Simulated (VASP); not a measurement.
# NaCl (Fm-3m) in VASP: further runs

NaCl is run at these levels: revPBE+D3(BJ), LDA, PBE+D4; tasks: single point.

Program: VASP 6.6.1. These are calculated values, not measurements. Logs are shortened: lines on timing, memory, paths and dates and some standing lists are left out, and cuts for length are marked.

## 1. The cell of the first run

Symmetry: Fm-3m, No. 225, cubic system. The conventional cell has a = 5.585 Å, b = 5.585 Å, c = 5.585 Å, α = 90.00°, β = 90.00°, γ = 90.00°. Na (site symmetry m-3m) has 6 Cl at 2.79 Å within 3.7 Å. Within 3.7 Å of Cl (site symmetry m-3m) lie 6 Na at 2.79 Å.

## 2. Single point, revPBE+D3(BJ)

INCAR

```
  PREC = Accurate
  ENCUT = 500
  EDIFF = 1E-6
  ISMEAR = 0
  SIGMA = 0.01
  LREAL = False
  LASPH = True
  NELM = 120
  ALGO = Normal
  ISIF = 2
  LWAVE = False
  LCHARG = False
  GGA = RE
  IVDW = 12
  NBANDS = 14
  GGA_COMPAT = False
```

KPOINTS

```
regular mesh
0
Gamma
  6 6 6
```

POSCAR

```
NaCl
1.0
    0.0000000000      2.7924019205      2.7924019205
    2.7924019205      0.0000000000      2.7924019205
    2.7924019205      2.7924019205      0.0000000000
Na Cl
1 1
Direct
    0.0000000000      0.0000000000      0.0000000000
    0.5000000000      0.5000000000      0.5000000000
```

Potentials or basis: VASP PAW PBE potentials, release 64 (Na_pv, Cl).

Launch:

```
$ cat potpaw_PBE.64/Na_pv/POTCAR potpaw_PBE.64/Cl/POTCAR > POTCAR
$ mpirun -np 1 vasp_std > vasp.out
```

OUTCAR:

```text
PREC = Accurate
   ENCUT = 500
   EDIFF = 1E-6
   ISMEAR = 0
   LREAL = False
   LASPH = True
   NELM = 120
   ISIF = 2
   GGA = RE
   IVDW = 12
 IVDW          = 12

 ion  position               nearest neighbor table
   1  0.000  0.000  0.000-
   2  0.500  0.500  0.500-

  LATTYP: Found a face centered cubic cell.
 ALAT       =     5.5848038410

  Lattice vectors:

 A1 = (   0.0000000000,   2.7924019205,   2.7924019205)
 A2 = (   2.7924019205,   0.0000000000,   2.7924019205)
 A3 = (   2.7924019205,   2.7924019205,   0.0000000000)

Analysis of symmetry for initial positions (statically):
=====================================================================
 Subroutine PRICEL returns:
 Original cell was already a primitive cell.

 Routine SETGRP: Setting up the symmetry group for a
 face centered cubic supercell.

 Subroutine GETGRP returns: Found 48 space group operations
 (whereof 48 operations were pure point group operations)
 out of a pool of 48 trial point group operations.

The static configuration has the point symmetry O_h .

Analysis of symmetry for dynamics (positions and initial velocities):
=====================================================================
 Subroutine PRICEL returns:
 Original cell was already a primitive cell.

 Routine SETGRP: Setting up the symmetry group for a
 face centered cubic supercell.

 Subroutine GETGRP returns: Found 48 space group operations
 (whereof 48 operations were pure point group operations)
 out of a pool of 48 trial point group operations.

The dynamic configuration has the point symmetry O_h .

 Subroutine INISYM returns: Found 48 space group operations
 (whereof 48 operations are pure point group operations),
 and found     1 'primitive' translations

----------------------------------------------------------------------------------------

                                     Primitive cell

  volume of cell :      43.5476

  direct lattice vectors                    reciprocal lattice vectors
     0.000000000  2.792401921  2.792401921    -0.179057318  0.179057318  0.179057318
     2.792401921  0.000000000  2.792401921     0.179057318 -0.179057318  0.179057318
     2.792401921  2.792401921  0.000000000     0.179057318  0.179057318 -0.179057318

  length of vectors
     3.949052668  3.949052668  3.949052668     0.310136373  0.310136373  0.310136373

  position of ions in fractional coordinates (direct lattice)
     0.000000000  0.000000000  0.000000000
     0.500000000  0.500000000  0.500000000

  ion indices of the primitive-cell ions
   primitive index   ion index
                 1           1
                 2           2

----------------------------------------------------------------------------------------

 KPOINTS: regular mesh

Automatic generation of k-mesh.
 Grid dimensions read from file:
 generate k-points for:    6    6    6

 Generating k-lattice:

  Cartesian coordinates                     Fractional coordinates (reciprocal lattice)
    -0.029842886  0.029842886  0.029842886     0.166666667  0.000000000  0.000000000
     0.029842886 -0.029842886  0.029842886     0.000000000  0.166666667  0.000000000
     0.029842886  0.029842886 -0.029842886     0.000000000  0.000000000  0.166666667

  Length of vectors
     0.051689396  0.051689396  0.051689396

  Shift w.r.t. Gamma in fractional coordinates (k-lattice)
     0.000000000  0.000000000  0.000000000

 Subroutine IBZKPT returns following result:
 ===========================================

 Found     16 irreducible k-points:

 Following reciprocal coordinates:
            Coordinates               Weight
  0.000000  0.000000  0.000000      1.000000
  0.166667  0.000000  0.000000      8.000000
  0.333333  0.000000  0.000000      8.000000
  0.500000  0.000000  0.000000      4.000000
  0.166667  0.166667  0.000000      6.000000
  0.333333  0.166667  0.000000     24.000000
[... 8 lines left out ...]
 -0.333333  0.333333  0.166667     24.000000
 -0.333333  0.500000  0.166667     12.000000
   k-points           NKPTS =     16   k-points in BZ     NKDIM =     16   number of bands    NBANDS=     14
   number of dos      NEDOS =    301   number of ions     NIONS =      2
   total plane-waves  NPLWV =  27000
   dimension x,y,z NGX =    30 NGY =   30 NGZ =   30
   dimension x,y,z NGXF=    60 NGYF=   60 NGZF=   60
   ions per type =               1   1
   NGX,Y,Z   is equivalent  to a cutoff of  12.63, 12.63, 12.63 a.u.
   NGXF,Y,Z  is equivalent  to a cutoff of  25.26, 25.26, 25.26 a.u.
 SYSTEM =  unknown system
   PREC   = accura    normal or accurate (medium, high low for compatibility)
   ISTART =      0    job   : 0-new  1-cont  2-samecut
   ICHARG =      2    charge: 1-file 2-atom 10-const
   ISPIN  =      1    spin polarized calculation?
   LNONCOLLINEAR =      F non collinear calculations
   LSORBIT =      F    spin-orbit coupling
   LASPH  =      T    aspherical Exc in radial PAW
   ENCUT  =  500.0 eV  36.75 Ry    6.06 a.u.   7.20  7.20  7.20*2*pi/ulx,y,z
   NELM   =    120;   NELMIN=  2; NELMDL= -5     # of ELM steps
   EDIFF  = 0.1E-05   stopping-criterion for ELM
   LREAL  =      F    real-space projection
   EDIFFG = 0.1E-04   stopping-criterion for IOM
   NSW    =      0    number of steps for IOM
   IBRION =     -1    ionic relax: 0-MD 1-quasi-New 2-CG
   NFREE  =      0    steps in history (QN), initial steepest desc. (CG)
   ISIF   =      2    stress and relaxation
   ISYM   =      2    0-nonsym 1-usesym 2-fastsym
   POTIM  = 0.5000    time-step for ionic-motion
   TEBEG  =    0.0;   TEEND  =   0.0 temperature during run
   PSTRESS=    0.0 pullay stress
   NELECT =      14.0000    total number of electrons
   NUPDOWN=      -1.0000    fix difference up-down
   EMIN   =  10.00;   EMAX   =-10.00  energy-range for DOS
   EFERMI =   0.00;   METHOD = LEGACY
   ISMEAR =     0;   SIGMA  =   0.01  broadening in eV -4-tet -1-fermi 0-gaus
   EFERMI_NEDOS =   21; number of points for ismear=-14 and -15
   IALGO  =     38    algorithm
   IMIX   =      4    mixing-type and parameters
     AMIX     =   0.40;   BMIX     =  1.00
     AMIX_MAG =   1.60;   BMIX_MAG =  1.00
  volume/ion in A,a.u.               =      21.77       146.94
  Fermi-wavevector in a.u.,A,eV,Ry     =   1.121492  2.119313 17.112656  1.257745
  Thomas-Fermi vector in A             =   2.258146
   LORBIT       =      0    0 simple, 1 ext, 2 COOP (PROOUT), +10 PAW based schemes
   GGA     = RE    functional components
   LHFCALC =     F    Hartree Fock is set to
   AEXX    =    0.0000 exact exchange contribution
   IVDW    =    12    specifies the selected vdW correction
   LEPSILON=     F    determine dielectric tensor
   LRPA    =     F    only Hartree local field effects (RPA)
 non-spin polarized calculation
 Gauss-broadening in eV      SIGMA  =   0.01
  energy-cutoff  :      500.00
  volume of cell :       43.55
 maximum number of plane-waves:      1125
 NGX is ok and might be reduce to    30
   NGX = 15   NGY = 15   NGZ = 15

 number of electron      14.0000007 magnetization

 Free energy of the ion-electron system (eV)
  ---------------------------------------------------
  ext. energy  EPLUGINS =         0.00000000
  ---------------------------------------------------
  free energy    TOTEN  =        -6.40288796 eV

  energy without entropy =       -6.40288796  energy(sigma->0) =       -6.40288796

 E-fermi :  -0.3611     XC(G=0):  -8.0057

 val. band max:       -0.4537281382   @ k =   0.0000   0.0000   0.0000
 cond. band min:       5.0433915617   @ k =   0.0000   0.0000   0.0000
 fundamental gap:      5.4971196999
 Fermi energy:        -0.3611221889

 k-point     1 :       0.0000    0.0000    0.0000
  band No.  band energies     occupation
      1     -21.2319      2.00000
      2     -21.2319      2.00000
      3     -21.2319      2.00000
      4     -13.1698      2.00000
      5      -0.4537      2.00000
      6      -0.4537      2.00000
      7      -0.4537      2.00000
      8       5.0434      0.00000
      9      10.8334      0.00000
     10      10.8334      0.00000
     11      10.8334      0.00000
     12      12.9846      0.00000
     13      12.9846      0.00000
     14      14.8305      0.00000

 k-point     2 :       0.1667    0.0000    0.0000
  band No.  band energies     occupation
      1     -21.2401      2.00000
      2     -21.2325      2.00000
      3     -21.2325      2.00000
      4     -13.0839      2.00000
      5      -1.0573      2.00000
      6      -0.5258      2.00000
      7      -0.5258      2.00000
      8       5.8554      0.00000
      9      10.0895      0.00000
     10      11.1293      0.00000
     11      11.1293      0.00000
     12      12.7048      0.00000
     13      12.7048      0.00000
     14      15.9940      0.00000

 k-point     3 :       0.3333    0.0000    0.0000
  band No.  band energies     occupation
      1     -21.2563      2.00000
      2     -21.2336      2.00000
      3     -21.2336      2.00000
      4     -12.9040      2.00000
      5      -2.0062      2.00000
      6      -0.6630      2.00000
      7      -0.6630      2.00000
      8       6.9291      0.00000
      9       9.9837      0.00000
     10      10.9723      0.00000
     11      10.9723      0.00000
     12      13.8129      0.00000
     13      13.8129      0.00000
     14      15.3003      0.00000
[... 188 lines left out ...]
 k-point    15 :      -0.3333    0.3333    0.1667
  band No.  band energies     occupation
      1     -21.2539      2.00000
      2     -21.2440      2.00000
      3     -21.2386      2.00000
      4     -12.7597      2.00000
      5      -1.9496      2.00000
      6      -1.4564      2.00000
      7      -0.9994      2.00000
      8       8.7487      0.00000
      9       9.0330      0.00000
     10       9.8255      0.00000
     11      11.7361      0.00000
     12      14.0913      0.00000
     13      15.5921      0.00000
     14      16.4216      0.00000

 k-point    16 :      -0.3333    0.5000    0.1667
  band No.  band energies     occupation
      1     -21.2506      2.00000
      2     -21.2440      2.00000
      3     -21.2426      2.00000
      4     -12.7473      2.00000
      5      -1.9166      2.00000
      6      -1.3832      2.00000
      7      -1.1838      2.00000
      8       8.2659      0.00000
      9       8.6566      0.00000
     10      10.4028      0.00000
     11      11.9848      0.00000
     12      15.2454      0.00000
     13      16.0842      0.00000
     14      16.2132      0.00000

------------------------ aborting loop because EDIFF is reached ----------------------------------------

 Edisp (eV)   -0.84132

 E8    (eV) :    -0.5746

  FORCE on cell =-STRESS in cart. coord.  units (eV):
  Direction    XX          YY          ZZ          XY          YZ          ZX
  --------------------------------------------------------------------------------------
  -------------------------------------------------------------------------------------
  Total      -0.01387    -0.01387    -0.01387    -0.00000    -0.00000     0.00000
  in kB      -0.51018    -0.51018    -0.51018    -0.00000    -0.00000     0.00000
  external pressure =       -0.51 kB  Pullay stress =        0.00 kB

 VOLUME and BASIS-vectors are now :
 -----------------------------------------------------------------------------
  energy-cutoff  :      500.00
  volume of cell :       43.55
      direct lattice vectors                 reciprocal lattice vectors
     0.000000000  2.792401921  2.792401921    -0.179057318  0.179057318  0.179057318
     2.792401921  0.000000000  2.792401921     0.179057318 -0.179057318  0.179057318
     2.792401921  2.792401921  0.000000000     0.179057318  0.179057318 -0.179057318

 POSITION                                       TOTAL-FORCE (eV/Angst)
 -----------------------------------------------------------------------------------
      0.00000      0.00000      0.00000         0.000000     -0.000000      0.000000
      2.79240      2.79240      2.79240        -0.000000      0.000000     -0.000000
 -----------------------------------------------------------------------------------
    total drift:                               -0.000000      0.000000      0.000000

  FREE ENERGIE OF THE ION-ELECTRON SYSTEM (eV)
  ---------------------------------------------------
  free  energy   TOTEN  =        -7.2442070632 eV

  energy  without entropy=       -7.2442070632  energy(sigma->0) =       -7.24420706
```

It took 26 s on 1 thread of Intel Xeon 8259CL, shared host; peak memory 0.17 GiB.

Results:

- Free energy: -7.2442 eV
- Pressure: -0.1 GPa
- Band gap on the k mesh: 5.50 eV
- Dispersion energy per atom: -0.421 eV

Levels at points of the mesh, in eV from the valence-band top:
```csv
k point,band 5,band 6,band 7,band 8,band 9,band 10
"(0.00, 0.00, 0.00)",0.00,0.00,0.00,5.50,11.29,11.29
"(0.50, 0.00, 0.00)",-1.96,-0.27,-0.27,7.55,11.12,11.20
"(0.50, 0.50, 0.00)",-1.69,-0.61,-0.61,7.86,8.25,11.78
```

Caveat: the PAW data sets were made with another functional, which shifts forces and pressure a little. Expect the measured gap to be larger: semilocal functionals such as revPBE lack the derivative discontinuity.

## 3. Single point, LDA

This run uses another cell than the first one, of 20.40 Å³/atom.

INCAR

```
SYSTEM = NaCl
  PREC = Accurate
  ENCUT = 500
  EDIFF = 1E-6
  ISMEAR = 0
  SIGMA = 0.01
  LREAL = .False.
  LASPH = .True.
  NELM = 120
  ALGO = Normal
  ISIF = 2
  LWAVE = .False.
  LCHARG = .False.
  NBANDS = 14
  GGA_COMPAT = .False.
```

KPOINTS

```
Automatic mesh
0
Gamma
  6 6 6
  0 0 0
```

POSCAR

```
NaCl
1.0
    0.0000000000      2.7322229227      2.7322229227
    2.7322229227      0.0000000000      2.7322229227
    2.7322229227      2.7322229227      0.0000000000
Na Cl
1 1
Direct
    0.0000000000      0.0000000000      0.0000000000
    0.5000000000      0.5000000000      0.5000000000
```

Potentials or basis: VASP PAW LDA potentials, release 64 (Na_pv, Cl).

Launch:

```
$ cat potpaw_LDA.64/Na_pv/POTCAR potpaw_LDA.64/Cl/POTCAR > POTCAR
$ mpirun -np 1 vasp_std > vasp.out
```

It took 15 s on 1 thread of Intel Xeon 8259CL, shared host; peak memory 0.13 GiB.

Results (log left out):

```
Free energy            : -7.3890 eV
Pressure               : 0.0 GPa
Band gap on the k mesh : 5.08 eV
```

Levels at points of the mesh, in eV from the valence-band top:
```
           k point  band 4  band 5  band 6  band 7  band 8  band 9  band 10  band 11
(0.00, 0.00, 0.00)  -12.82    0.00    0.00    0.00    5.08   10.93    10.93    10.93
(0.50, 0.00, 0.00)  -12.35   -2.33   -0.33   -0.33    7.05   10.90    10.90    11.05
(0.50, 0.50, 0.00)  -12.30   -2.01   -0.72   -0.72    7.44    7.63    11.62    15.19
```

## 4. Single point, PBE+D4

This run uses another cell than the first one, of 22.38 Å³/atom.

INCAR

```
SYSTEM = NaCl
  ALGO = Normal
  EDIFF = 1E-6
  ENCUT = 500
  GGA = PE
  GGA_COMPAT = .FALSE.
  ISIF = 2
  ISMEAR = 0
  IVDW = 13
  LASPH = .TRUE.
  LCHARG = .FALSE.
  LREAL = .FALSE.
  LWAVE = .FALSE.
  NBANDS = 14
  NELM = 120
  PREC = Accurate
  SIGMA = 0.01
```

KPOINTS

```
k-points
0
G
  6 6 6
  0 0 0
```

POSCAR

```
NaCl
1.0
    0.0000000000      2.8180465874      2.8180465874
    2.8180465874      0.0000000000      2.8180465874
    2.8180465874      2.8180465874      0.0000000000
Na Cl
1 1
Direct
    0.0000000000      0.0000000000      0.0000000000
    0.5000000000      0.5000000000      0.5000000000
```

Potentials or basis: VASP PAW PBE potentials, release 64 (Na_pv, Cl).

Launch:

```
$ cat potpaw_PBE.64/Na_pv/POTCAR potpaw_PBE.64/Cl/POTCAR > POTCAR
$ mpirun -np 1 vasp_std > vasp.out
```

OUTCAR:

```text
SYSTEM = NaCl
   EDIFF = 1E-6
   ENCUT = 500
   GGA = PE
   ISIF = 2
   ISMEAR = 0
   IVDW = 13
   LASPH = .TRUE.
   LREAL = .FALSE.
   NELM = 120
   PREC = Accurate

 ion  position               nearest neighbor table
   1  0.000  0.000  0.000-
   2  0.500  0.500  0.500-

  LATTYP: Found a face centered cubic cell.
 ALAT       =     5.6360931748

  Lattice vectors:

 A1 = (   0.0000000000,   2.8180465874,   2.8180465874)
[... 445 lines left out ...]
     13      15.5180      0.00000
     14      15.6362      0.00000

------------------------ aborting loop because EDIFF is reached ----------------------------------------

  DFT-D4 for vdW energy calculation

  Edisp (eV):   -0.19570

  FORCE on cell =-STRESS in cart. coord.  units (eV):
  Direction    XX          YY          ZZ          XY          YZ          ZX
  --------------------------------------------------------------------------------------
  -------------------------------------------------------------------------------------
  Total      -0.01389    -0.01389    -0.01389     0.00000    -0.00000     0.00000
  in kB      -0.49719    -0.49719    -0.49719     0.00000    -0.00000     0.00000
  external pressure =       -0.50 kB  Pullay stress =        0.00 kB

 VOLUME and BASIS-vectors are now :
 -----------------------------------------------------------------------------
  energy-cutoff  :      500.00
  volume of cell :       44.76
      direct lattice vectors                 reciprocal lattice vectors
     0.000000000  2.818046587  2.818046587    -0.177427869  0.177427869  0.177427869
     2.818046587  0.000000000  2.818046587     0.177427869 -0.177427869  0.177427869
     2.818046587  2.818046587  0.000000000     0.177427869  0.177427869 -0.177427869

 POSITION                                       TOTAL-FORCE (eV/Angst)
 -----------------------------------------------------------------------------------
      0.00000      0.00000      0.00000        -0.000000     -0.000000     -0.000000
      2.81805      2.81805      2.81805         0.000000      0.000000      0.000000
 -----------------------------------------------------------------------------------
    total drift:                               -0.000000      0.000000      0.000000

  FREE ENERGIE OF THE ION-ELECTRON SYSTEM (eV)
  ---------------------------------------------------
  free  energy   TOTEN  =        -6.9697285168 eV

  energy  without entropy=       -6.9697285168  energy(sigma->0) =       -6.96972852
```

Run time: 20 s. Hardware: 1 thread of Intel Xeon 8259CL, shared host; peak memory 0.16 GiB.

What came out:

- Free energy: -6.9697 eV
- Pressure: 0.0 GPa
- Band gap on the k mesh: 5.11 eV
- Dispersion energy per atom: -0.098 eV

Levels at points of the mesh, in eV from the valence-band top:
```tsv
k point	band 3	band 4	band 5	band 6	band 7	band 8	band 9	band 10	band 11	band 12
(0.00, 0.00, 0.00)	-20.81	-12.66	0.00	0.00	0.00	5.11	11.12	11.12	11.12	13.29
(0.50, 0.00, 0.00)	-20.82	-12.32	-1.93	-0.26	-0.26	7.28	10.64	10.98	10.98	15.00
(0.50, 0.50, 0.00)	-20.82	-12.28	-1.66	-0.60	-0.60	7.54	8.08	11.33	14.79	14.79
```

## 5. Summary

| level | potentials or basis | cell | gap on the mesh (eV) | pressure (GPa) |
| --- | --- | --- | --- | --- |
| revPBE+D3(BJ) | VASP PAW PBE potentials, release 64 (Na_pv, Cl) | a = 3.949 Å, angles 60.0°, 2 atoms | 5.50 | -0.1 |
| LDA | VASP PAW LDA potentials, release 64 (Na_pv, Cl) | a = 3.864 Å, angles 60.0°, 2 atoms | 5.08 | 0.0 |
| PBE+D4 | VASP PAW PBE potentials, release 64 (Na_pv, Cl) | a = 3.985 Å, angles 60.0°, 2 atoms | 5.11 | 0.0 |

Alike in all rows: task single point; no spin polarisation; k mesh 6 × 6 × 6; cutoff (eV) 500; smearing gaussian 0.01 eV.

Caveats: the PAW data sets were made with another functional, which shifts forces and pressure a little (at least some runs).

Total energies depend on the potentials used, so only differences within one code and one set of settings carry meaning.
